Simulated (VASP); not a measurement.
## B5P: relaxation of cell and atoms with PBE

Crystal: B5P.

```
CELL_PARAMETERS angstrom
4.27935 0.00000 0.00000
0.00000 4.27935 0.00000
0.00000 0.00000 4.41582
ATOMIC_POSITIONS crystal
B 0.50000 0.50000 0.20927
B 0.50000 0.19456 0.45500
B 0.19456 0.50000 0.45500
B 0.50000 0.80544 0.45500
B 0.80544 0.50000 0.45500
P 0.50000 0.50000 0.78073
```

- Program: VASP 6.6.1
- Task: relaxation of cell and atoms
- Functional: PBE
- Potentials or basis: VASP PAW PBE potentials, release 64 (B, P)
- Cutoff: 500 eV
- k mesh: 6 × 6 × 6
- Occupations: gaussian, width 0.01 eV
- Spin: no spin polarisation
- Dipole correction: no
- Further INCAR settings: ALGO = Normal; EDIFF = 1e-07; IBRION = 2; EDIFFG = -0.001; NSW = 80; ISIF = 3

```yaml
Relaxed_volume: 13.47 Å³/atom
Relaxed_cell: a = 4.279 Å, b = 4.279 Å, c = 4.413 Å, α = 90.00°, β = 90.00°, γ = 90.00°
Space_group_after_relaxing_to_0.1_Å: P4mm (No. 99)
Energy_gained_by_relaxing: 0.0 meV/atom
Ionic_steps: 9
Pressure_after_relaxing: 0.0 GPa
Band_gap_on_the_k_mesh: 0.88 eV (least direct gap 1.08 eV)
```

Final structure:
```yaml
crystal:
  lattice:
    - [4.27916, 0.00000, 0.00000]
    - [0.00000, 4.27916, 0.00000]
    - [0.00000, 0.00000, 4.41318]
  atoms:
    - { symbol: B, position: [0.50000, 0.50000, 0.20902] }
    - { symbol: B, position: [0.50000, 0.19451, 0.45510] }
    - { symbol: B, position: [0.19451, 0.50000, 0.45510] }
    - { symbol: B, position: [0.50000, 0.80549, 0.45510] }
    - { symbol: B, position: [0.80549, 0.50000, 0.45510] }
    - { symbol: P, position: [0.50000, 0.50000, 0.78060] }
```

Levels at points of the mesh, in eV from the valence-band top:
```
           k point  band 6  band 7  band 8  band 9  band 10  band 11  band 12  band 13  band 14
(0.00, 0.00, 0.00)   -6.01   -5.22   -1.49   -1.49    -0.10     1.90     1.90     2.06     5.28
(0.50, 0.00, 0.00)   -5.53   -3.27   -2.43   -2.11    -1.40     0.88     2.72     3.42     3.58
(0.50, 0.50, 0.00)   -3.92   -3.18   -3.18   -2.31    -2.31     1.69     1.69     5.85     6.13
(0.00, 0.00, 0.50)   -5.09   -3.51   -3.44   -3.44     0.00     1.08     2.50     3.87     4.02
(0.50, 0.00, 0.50)   -5.07   -3.33   -3.22   -2.25    -2.00     2.12     3.03     3.04     5.28
(0.50, 0.50, 0.50)   -4.92   -3.75   -2.87   -2.07    -2.07     2.54     4.52     5.33     5.33
```

It took 59 s on 1 thread of Intel(R) Xeon(R) Platinum 8488C (Sapphire Rapids), on a shared host, peak memory 0.19 GiB.

A k mesh can miss the band edges.
